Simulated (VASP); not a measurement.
A run of VASP 6.6.1 is set up as follows.

File INCAR:

```
SYSTEM = Si
PREC = Accurate
ENCUT = 500
EDIFF = 1E-6
ISMEAR = 0
SIGMA = 0.1
LREAL = .FALSE.
LASPH = .TRUE.
NELM = 200
ALGO = Normal
ISIF = 2
LWAVE = .FALSE.
LCHARG = .TRUE.
LNONCOLLINEAR = .TRUE.
MAGMOM = 0 0 0 0 0 0
LORBIT = 11
LSORBIT = .TRUE.
GGA_COMPAT = .FALSE.
LORBMOM = .TRUE.
GGA = PS
LVHAR = .TRUE.
NBANDS = 20
```

File KPOINTS:

```
regular mesh
0
G
  14 14 14
  0 0 0
```

File POSCAR:

```
Si
1.0
    0.0000000000      2.7167274811      2.7167274811
    2.7167274811      0.0000000000      2.7167274811
    2.7167274811      2.7167274811      0.0000000000
Si
2
Direct
    0.0000000000      0.0000000000      0.0000000000
    0.2500000000      0.2500000000      0.2500000000
```

Potentials or basis: VASP PAW PBE potentials, release 64 (Si).

Command:

```bash
$ cat potpaw_PBE.64/Si/POTCAR > POTCAR
$ mpirun -np 1 vasp_ncl > vasp.out
```

Task: Predict the pressure.

Result: 0.1 GPa.

Task: What does it give for the net moment?

Result: 0.00 μB per cell.

Moments on the atoms (μB; x, y, z):
```
Si  0.00 0.00 0.00
Si  0.00 0.00 0.00
```

Caveat: the PAW data sets were made with another functional, which shifts forces and pressure a little.
